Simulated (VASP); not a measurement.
# MnS (Fm-3m) in VASP: notebook

MnS is run at these levels: PBE; tasks: single point.

All numbers are computed with VASP 6.6.1; they aren't measurements. Logs are shortened: lines on timing, memory, paths and dates and some standing lists are left out, and cuts for length are marked.

**1. The cell of the first run**

Symmetry: Fm-3m, No. 225, cubic system. The conventional cell has a = 4.629 Å, b = 4.629 Å, c = 4.629 Å, α = 90.00°, β = 90.00°, γ = 90.00°. Within 3.1 Å of Mn (site symmetry m-3m) lie 6 S at 2.31 Å. Within 3.1 Å of S (site symmetry m-3m) lie 6 Mn at 2.31 Å.

**2. Single point, PBE (volume scaled by 0.960)**

Contents of INCAR:

```
SYSTEM = MnS
PREC = Accurate
ENCUT = 520
EDIFF = 1E-6
ISMEAR = 0
SIGMA = 0.05
LREAL = .FALSE.
LASPH = .TRUE.
NELM = 100
ALGO = Normal
ISIF = 2
LWAVE = .FALSE.
LCHARG = .TRUE.
GGA = PE
LELF = .TRUE.
LVHAR = .TRUE.
NBANDS = 16
```

Contents of KPOINTS:

```
Automatic mesh
0
G
  12 12 12
  0 0 0
```

Contents of POSCAR:

```
MnS
1.0
    0.0000000000      2.3142862810      2.3142862810
    2.3142862810      0.0000000000      2.3142862810
    2.3142862810      2.3142862810      0.0000000000
Mn S
1 1
Direct
    0.0000000000      0.0000000000      0.0000000000
    0.5000000000      0.5000000000      0.5000000000
```

Potentials or basis: VASP PAW PBE potentials, release 64 (Mn_pv, S).

On the command line:

```sh
$ cat potpaw_PBE.64/Mn_pv/POTCAR potpaw_PBE.64/S/POTCAR > POTCAR
$ mpirun -np 1 vasp_std > vasp.out
```

OUTCAR:

```text
SYSTEM = MnS
   PREC = Accurate
   ENCUT = 520
   EDIFF = 1E-6
   ISMEAR = 0
   LREAL = .FALSE.
   LASPH = .TRUE.
   NELM = 100
   ISIF = 2
   GGA = PE

 ion  position               nearest neighbor table
   1  0.000  0.000  0.000-   2 2.31   2 2.31   2 2.31   2 2.31   2 2.31   2 2.31
   2  0.500  0.500  0.500-   1 2.31   1 2.31   1 2.31   1 2.31   1 2.31   1 2.31

  LATTYP: Found a face centered cubic cell.
 ALAT       =     4.6285725620

  Lattice vectors:

 A1 = (   0.0000000000,   2.3142862810,   2.3142862810)
 A2 = (   2.3142862810,   0.0000000000,   2.3142862810)
 A3 = (   2.3142862810,   2.3142862810,   0.0000000000)

Analysis of symmetry for initial positions (statically):
=====================================================================
 Subroutine PRICEL returns:
 Original cell was already a primitive cell.

 Routine SETGRP: Setting up the symmetry group for a
 face centered cubic supercell.

 Subroutine GETGRP returns: Found 48 space group operations
 (whereof 48 operations were pure point group operations)
 out of a pool of 48 trial point group operations.

The static configuration has the point symmetry O_h .

Analysis of symmetry for dynamics (positions and initial velocities):
=====================================================================
 Subroutine PRICEL returns:
 Original cell was already a primitive cell.

 Routine SETGRP: Setting up the symmetry group for a
 face centered cubic supercell.

 Subroutine GETGRP returns: Found 48 space group operations
 (whereof 48 operations were pure point group operations)
 out of a pool of 48 trial point group operations.

The dynamic configuration has the point symmetry O_h .

 Subroutine INISYM returns: Found 48 space group operations
 (whereof 48 operations are pure point group operations),
 and found     1 'primitive' translations

----------------------------------------------------------------------------------------

                                     Primitive cell

  volume of cell :      24.7903

  direct lattice vectors                    reciprocal lattice vectors
     0.000000000  2.314286281  2.314286281    -0.216049330  0.216049330  0.216049330
     2.314286281  0.000000000  2.314286281     0.216049330 -0.216049330  0.216049330
     2.314286281  2.314286281  0.000000000     0.216049330  0.216049330 -0.216049330

  length of vectors
     3.272895046  3.272895046  3.272895046     0.374208416  0.374208416  0.374208416

  position of ions in fractional coordinates (direct lattice)
     0.000000000  0.000000000  0.000000000
     0.500000000  0.500000000  0.500000000

  ion indices of the primitive-cell ions
   primitive index   ion index
                 1           1
                 2           2

----------------------------------------------------------------------------------------

 KPOINTS: Automatic mesh

Automatic generation of k-mesh.
 Grid dimensions read from file:
 generate k-points for:   12   12   12

 Generating k-lattice:

  Cartesian coordinates                     Fractional coordinates (reciprocal lattice)
    -0.018004111  0.018004111  0.018004111     0.083333333  0.000000000  0.000000000
     0.018004111 -0.018004111  0.018004111     0.000000000  0.083333333  0.000000000
     0.018004111  0.018004111 -0.018004111     0.000000000  0.000000000  0.083333333

  Length of vectors
     0.031184035  0.031184035  0.031184035

  Shift w.r.t. Gamma in fractional coordinates (k-lattice)
     0.000000000  0.000000000  0.000000000

 Subroutine IBZKPT returns following result:
 ===========================================

 Found     72 irreducible k-points:

 Following reciprocal coordinates:
            Coordinates               Weight
  0.000000  0.000000  0.000000      1.000000
  0.083333  0.000000  0.000000      8.000000
  0.166667  0.000000  0.000000      8.000000
  0.250000  0.000000  0.000000      8.000000
  0.333333  0.000000  0.000000      8.000000
  0.416667  0.000000  0.000000      8.000000
[... 16 lines left out ...]
  0.500000  0.166667  0.000000     24.000000
 -0.416667  0.166667  0.000000     24.000000
 [... further k-points ...]
   k-points           NKPTS =     72   k-points in BZ     NKDIM =     72   number of bands    NBANDS=     16
   number of dos      NEDOS =    301   number of ions     NIONS =      2
   total plane-waves  NPLWV =  13824
   dimension x,y,z NGX =    24 NGY =   24 NGZ =   24
   dimension x,y,z NGXF=    48 NGYF=   48 NGZF=   48
   ions per type =               1   1
   NGX,Y,Z   is equivalent  to a cutoff of  12.19, 12.19, 12.19 a.u.
   NGXF,Y,Z  is equivalent  to a cutoff of  24.38, 24.38, 24.38 a.u.
 SYSTEM =  MnS
   PREC   = accura    normal or accurate (medium, high low for compatibility)
   ISTART =      0    job   : 0-new  1-cont  2-samecut
   ICHARG =      2    charge: 1-file 2-atom 10-const
   ISPIN  =      1    spin polarized calculation?
   LNONCOLLINEAR =      F non collinear calculations
   LSORBIT =      F    spin-orbit coupling
   LASPH  =      T    aspherical Exc in radial PAW
   ENCUT  =  520.0 eV  38.22 Ry    6.18 a.u.   6.09  6.09  6.09*2*pi/ulx,y,z
   NELM   =    100;   NELMIN=  2; NELMDL= -5     # of ELM steps
   EDIFF  = 0.1E-05   stopping-criterion for ELM
   LREAL  =      F    real-space projection
   EDIFFG = 0.1E-04   stopping-criterion for IOM
   NSW    =      0    number of steps for IOM
   IBRION =     -1    ionic relax: 0-MD 1-quasi-New 2-CG
   NFREE  =      0    steps in history (QN), initial steepest desc. (CG)
   ISIF   =      2    stress and relaxation
   ISYM   =      2    0-nonsym 1-usesym 2-fastsym
   POTIM  = 0.5000    time-step for ionic-motion
   TEBEG  =    0.0;   TEEND  =   0.0 temperature during run
   PSTRESS=    0.0 pullay stress
   NELECT =      19.0000    total number of electrons
   NUPDOWN=      -1.0000    fix difference up-down
   EMIN   =  10.00;   EMAX   =-10.00  energy-range for DOS
   EFERMI =   0.00;   METHOD = LEGACY
   ISMEAR =     0;   SIGMA  =   0.05  broadening in eV -4-tet -1-fermi 0-gaus
   EFERMI_NEDOS =   21; number of points for ismear=-14 and -15
   IALGO  =     38    algorithm
   IMIX   =      4    mixing-type and parameters
     AMIX     =   0.40;   BMIX     =  1.00
     AMIX_MAG =   1.60;   BMIX_MAG =  1.00
  volume/ion in A,a.u.               =      12.40        83.65
  Fermi-wavevector in a.u.,A,eV,Ry     =   1.498186  2.831160 30.539094  2.244560
  Thomas-Fermi vector in A             =   2.609977
   LORBIT       =      0    0 simple, 1 ext, 2 COOP (PROOUT), +10 PAW based schemes
   GGA     = PE    functional components
   LHFCALC =     F    Hartree Fock is set to
   AEXX    =    0.0000 exact exchange contribution
   IVDW    =     0    specifies the selected vdW correction
   LEPSILON=     F    determine dielectric tensor
   LRPA    =     F    only Hartree local field effects (RPA)
 non-spin polarized calculation
 Gauss-broadening in eV      SIGMA  =   0.05
  energy-cutoff  :      520.00
  volume of cell :       24.79
 maximum number of plane-waves:       692
   NGX = 13   NGY = 13   NGZ = 13

 number of electron      19.0000014 magnetization

 Free energy of the ion-electron system (eV)
  ---------------------------------------------------
  ext. energy  EPLUGINS =         0.00000000
  ---------------------------------------------------
  free energy    TOTEN  =       -12.80059823 eV

  energy without entropy =      -12.78818051  energy(sigma->0) =      -12.79438937

 E-fermi :  10.6057     XC(G=0): -12.5643

 val. band max:       10.6023682374   @ k =   0.5000   0.4167   0.0000
 cond. band min:      10.6061980755   @ k =  -0.4167   0.2500   0.0833
 fundamental gap:      0.0038298381
 Fermi energy:        10.6057301477

 k-point     1 :       0.0000    0.0000    0.0000
  band No.  band energies     occupation
      1     -37.3685      2.00000
      2     -37.3685      2.00000
      3     -37.3685      2.00000
      4      -6.2244      2.00000
      5       8.7862      2.00000
      6       8.7862      2.00000
[... 8 lines left out ...]
     15      21.2150      0.00000
     16      21.2150      0.00000

 k-point     2 :       0.0833    0.0000    0.0000
  band No.  band energies     occupation
      1     -37.3721      2.00000
      2     -37.3690      2.00000
      3     -37.3690      2.00000
      4      -6.1115      2.00000
      5       7.7325      2.00000
      6       7.8971      2.00000
[... 8 lines left out ...]
     15      21.1707      0.00000
     16      21.1707      0.00000

 k-point     3 :       0.1667    0.0000    0.0000
  band No.  band energies     occupation
      1     -37.3818      2.00000
      2     -37.3702      2.00000
      3     -37.3702      2.00000
      4      -5.7823      2.00000
      5       6.2852      2.00000
      6       7.0358      2.00000
[... 8 lines left out ...]
     15      20.8127      0.00000
     16      20.8127      0.00000

 k-point     4 :       0.2500    0.0000    0.0000
  band No.  band energies     occupation
      1     -37.3949      2.00000
      2     -37.3720      2.00000
      3     -37.3720      2.00000
      4      -5.2701      2.00000
      5       4.7355      2.00000
      6       6.3370      2.00000
[... 8 lines left out ...]
     15      19.8188      0.00000
     16      20.9398      0.00000
[... 324 lines left out ...]
 k-point    22 :       0.4167    0.1667    0.0000
  band No.  band energies     occupation
      1     -37.4096      2.00000
      2     -37.3800      2.00000
      3     -37.3785      2.00000
      4      -4.2506      2.00000
      5       3.0905      2.00000
      6       5.2525      2.00000
[... 8 lines left out ...]
     15      19.9883      0.00000
     16      20.7455      0.00000

 k-point    23 :       0.5000    0.1667    0.0000
  band No.  band energies     occupation
      1     -37.4154      2.00000
      2     -37.3827      2.00000
      3     -37.3784      2.00000
      4      -3.8250      2.00000
      5       2.4178      2.00000
      6       4.9578      2.00000
[... 8 lines left out ...]
     15      19.3399      0.00000
     16      21.5178      0.00000

 k-point    24 :      -0.4167    0.1667    0.0000
  band No.  band energies     occupation
      1     -37.4160      2.00000
      2     -37.3844      2.00000
      3     -37.3773      2.00000
      4      -3.7435      2.00000
      5       2.2941      2.00000
      6       4.9134      2.00000
[... 8 lines left out ...]
     15      18.7999      0.00000
     16      22.0708      0.00000

 [... further k-points ...]

------------------------ aborting loop because EDIFF is reached ----------------------------------------

  FORCE on cell =-STRESS in cart. coord.  units (eV):
  Direction    XX          YY          ZZ          XY          YZ          ZX
  --------------------------------------------------------------------------------------
  -------------------------------------------------------------------------------------
  Total        1.0994315      1.0994315      1.0994315      0.0000000      0.0000000     -0.0000000
  in kB       71.0554733     71.0554733     71.0554733      0.0000000      0.0000000     -0.0000000
  external PRESSURE =      71.0554733 kB  Pullay stress =       0.0000000 kB

 VOLUME and BASIS-vectors are now :
 -----------------------------------------------------------------------------
  energy-cutoff  :      520.00
  volume of cell :       24.79
      direct lattice vectors                 reciprocal lattice vectors
     0.000000000  2.314286281  2.314286281    -0.216049330  0.216049330  0.216049330
     2.314286281  0.000000000  2.314286281     0.216049330 -0.216049330  0.216049330
     2.314286281  2.314286281  0.000000000     0.216049330  0.216049330 -0.216049330

 POSITION                                       TOTAL-FORCE (eV/Angst)
 -----------------------------------------------------------------------------------
      0.00000      0.00000      0.00000         0.000000     -0.000000      0.000000
      2.31429      2.31429      2.31429         0.000000      0.000000      0.000000
 -----------------------------------------------------------------------------------
    total drift:                                0.000000     -0.000000     -0.000000

  FREE ENERGIE OF THE ION-ELECTRON SYSTEM (eV)
  ---------------------------------------------------
  free  energy   TOTEN  =       -12.8005982295 eV

  energy  without entropy=      -12.7881805137  energy(sigma->0) =      -12.79438937
```

Run time: 17 s. Hardware: 1 thread of Intel Xeon Platinum 8488C (Sapphire Rapids), shared host; peak memory 0.15 GiB.

What came out:

| Item | Value |
| --- | --- |
| Free energy | -12.8006 eV |
| Pressure | 7.1 GPa |

Caveat: the run has no spin polarisation, though such a crystal can be magnetic; semilocal functionals often make such compounds metallic where correlation or magnetic order opens a gap, which also shifts bond lengths.

**3. Single point, PBE (volume scaled by 0.980)**

Contents of INCAR:

```
SYSTEM = MnS
PREC     = Accurate       ! precision mode
ENCUT    = 520            ! plane-wave cutoff, eV
EDIFF    = 1E-7           ! SCF threshold, eV
ISMEAR   = 0              ! smearing method
SIGMA    = 0.05           ! smearing width, eV
LREAL    = .FALSE.        ! projectors in reciprocal space
LASPH    = .TRUE.         ! aspherical terms in the spheres
NELM     = 100            ! most SCF steps
ALGO     = Normal         ! electronic algorithm
ISIF     = 2              ! what is computed and relaxed
LWAVE    = .FALSE.        ! write WAVECAR
LCHARG   = .FALSE.        ! write CHGCAR
GGA      = PE             ! functional
NBANDS   = 16             ! bands
```

Contents of KPOINTS:

```
regular mesh
0
G
  12 12 12
  0 0 0
```

Contents of POSCAR:

```
MnS
1.0
    0.0000000000      2.3302473804      2.3302473804
    2.3302473804      0.0000000000      2.3302473804
    2.3302473804      2.3302473804      0.0000000000
Mn S
1 1
Direct
    0.0000000000      0.0000000000      0.0000000000
    0.5000000000      0.5000000000      0.5000000000
```

Potentials or basis: VASP PAW PBE potentials, release 64 (Mn_pv, S).

On the command line:

```sh
$ cat potpaw_PBE.64/Mn_pv/POTCAR potpaw_PBE.64/S/POTCAR > POTCAR
$ mpirun -np 1 vasp_std > vasp.out
```

OUTCAR:

```text
SYSTEM = MnS
   PREC = Accurate
   ENCUT = 520
   EDIFF = 1E-7
   ISMEAR = 0
   LREAL = .FALSE.
   LASPH = .TRUE.
   NELM = 100
   ISIF = 2
   GGA = PE

 ion  position               nearest neighbor table
   1  0.000  0.000  0.000-   2 2.33   2 2.33   2 2.33   2 2.33   2 2.33   2 2.33
   2  0.500  0.500  0.500-   1 2.33   1 2.33   1 2.33   1 2.33   1 2.33   1 2.33

  LATTYP: Found a face centered cubic cell.
 ALAT       =     4.6604947608

  Lattice vectors:

 A1 = (   0.0000000000,   2.3302473804,   2.3302473804)
 A2 = (   2.3302473804,   0.0000000000,   2.3302473804)
[... 643 lines left out ...]

  FORCE on cell =-STRESS in cart. coord.  units (eV):
  Direction    XX          YY          ZZ          XY          YZ          ZX
  --------------------------------------------------------------------------------------
  -------------------------------------------------------------------------------------
  Total        0.5332884      0.5332884      0.5332884      0.0000000      0.0000000     -0.0000000
  in kB       33.7626563     33.7626563     33.7626563      0.0000000      0.0000000     -0.0000000
  external PRESSURE =      33.7626563 kB  Pullay stress =       0.0000000 kB

 VOLUME and BASIS-vectors are now :
 -----------------------------------------------------------------------------
  energy-cutoff  :      520.00
  volume of cell :       25.31
      direct lattice vectors                 reciprocal lattice vectors
     0.000000000  2.330247380  2.330247380    -0.214569493  0.214569493  0.214569493
     2.330247380  0.000000000  2.330247380     0.214569493 -0.214569493  0.214569493
     2.330247380  2.330247380  0.000000000     0.214569493  0.214569493 -0.214569493

 POSITION                                       TOTAL-FORCE (eV/Angst)
 -----------------------------------------------------------------------------------
      0.00000      0.00000      0.00000         0.000000      0.000000      0.000000
      2.33025      2.33025      2.33025         0.000000      0.000000     -0.000000
 -----------------------------------------------------------------------------------
    total drift:                               -0.000000      0.000000      0.000000

  FREE ENERGIE OF THE ION-ELECTRON SYSTEM (eV)
  ---------------------------------------------------
  free  energy   TOTEN  =       -12.8175648881 eV

  energy  without entropy=      -12.8048585819  energy(sigma->0) =      -12.81121174
```

Run time: 27 s. Hardware: 1 thread of Intel Xeon Platinum 8488C (Sapphire Rapids), shared host; peak memory 0.17 GiB.

What came out:

| Item | Value |
| --- | --- |
| Free energy | -12.8176 eV |
| Pressure | 3.4 GPa |

Levels at points of the mesh, in eV from the Fermi level:
| k point | band 6 | band 7 | band 8 | band 9 | band 10 | band 11 | band 12 | band 13 |
| --- | --- | --- | --- | --- | --- | --- | --- | --- |
| (0.00, 0.00, 0.00) | -1.76 | -1.76 | -1.75 | -1.75 | -1.75 | -1.57 | -1.57 | 5.72 |
| (0.50, 0.00, 0.00) | -5.10 | -5.10 | -0.34 | -0.34 | 0.16 | 3.46 | 3.46 | 3.70 |
| (0.50, 0.50, 0.00) | -4.01 | -4.01 | -3.21 | -0.96 | 0.00 | 0.00 | 0.70 | 3.10 |

Caveat: the run has no spin polarisation, though such a crystal can be magnetic; semilocal functionals often make such compounds metallic where correlation or magnetic order opens a gap, which also shifts bond lengths.
